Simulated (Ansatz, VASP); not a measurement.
## One calculation of InSb, two programs

Contents of INCAR:

```
SYSTEM = InSb
ALGO     = Normal         ! electronic algorithm
EDIFF    = 1E-8           ! SCF threshold, eV
ENCUT    = 520            ! plane-wave cutoff, eV
GGA      = PE             ! functional
ISIF     = 2              ! what is computed and relaxed
ISMEAR   = -1             ! smearing method
LASPH    = .True.         ! aspherical terms in the spheres
LCHARG   = .False.        ! write CHGCAR
LEFG     = .True.       
LREAL    = .False.        ! projectors in reciprocal space
LWAVE    = .False.        ! write WAVECAR
NBANDS   = 26             ! bands
NELM     = 80             ! most SCF steps
PREC     = Accurate       ! precision mode
SIGMA    = 0.08           ! smearing width, eV
```

The input KPOINTS:

```
k-points
0
Gamma
  6 6 11
  0 0 0
```

Contents of POSCAR:

```
InSb
1.0
    5.3747974729      0.0000000000      0.0000000000
    0.0000000000      5.7309768836      0.0000000000
    0.0000000000      0.0000000000      3.0731761545
In Sb
2 2
Direct
    0.0000000000      0.0000000000      0.0000000000
    0.5000000000      0.5000000000      0.0000000000
    0.5000000000      0.0000000000      0.8350000000
    0.0000000000      0.5000000000      0.1650000000
```

Input for Ansatz:

```yaml
crystal:
  lattice:
    - [5.3747974729, 0.0, 0.0]
    - [0.0, 5.7309768836, 0.0]
    - [0.0, 0.0, 3.0731761545]
  atoms:
    - { symbol: In, position: [0.0, 0.0, 0.0] }
    - { symbol: In, position: [0.5, 0.5, 0.0] }
    - { symbol: Sb, position: [0.5, 0.0, 0.835] }
    - { symbol: Sb, position: [0.0, 0.5, 0.165] }
kpoints:
  mp_grid: { grid: [6, 6, 11] }
scf:
  occupations: { method: fermi_dirac, width: 0.08 }
hamiltonian:
  xc: pbe
  pseudopotentials: { kind: paw }
output:
  forces: true
  stress: true
  eigenvalues: true
  efg: { contact_densities: true }
```

Change from the starting cell: volume scaled by 1.01, PAW files.

Alike in both runs: task electric field gradients; functional PBE; k mesh 6 × 6 × 11; occupations fermi-dirac, width 0.08 eV; no spin polarisation.

|  | VASP | Ansatz |
| --- | --- | --- |
| version | VASP 6.6.1 | Ansatz 0.2.0 |
| potentials or method | VASP PAW PBE potentials, release 64 (In_d, Sb) | PAW with Ansatz's default frozen-core files, scalar-relativistic |
| plane-wave cutoff (eV) | 520 | 420 |
| valence electrons in the cell | 36 | 56 |

VASP gave:

```
pressure (GPa)                                                : 16.7
traceless stress, the component that is largest in VASP (GPa) : 11.72
rms of the force components (eV/Å)                            : 0.318
size of Vzz on the site where it differs most (V/Å²)          : 81.8
```

Task: Which values does Ansatz return?

Result: Pressure (GPa): 16.7; traceless stress, the component that is largest in VASP (GPa): 11.75; rms of the force components (eV/Å): 0.317; size of Vzz on the site where it differs most (V/Å²): 74.0.

Atom by atom the forces differ by 0.001 eV/Å (rms over components). VASP's potentials hold 36 valence electrons a cell and Ansatz's 56, so a difference there can come from the potentials and not from the codes.

Neither program's run includes spin-orbit coupling.
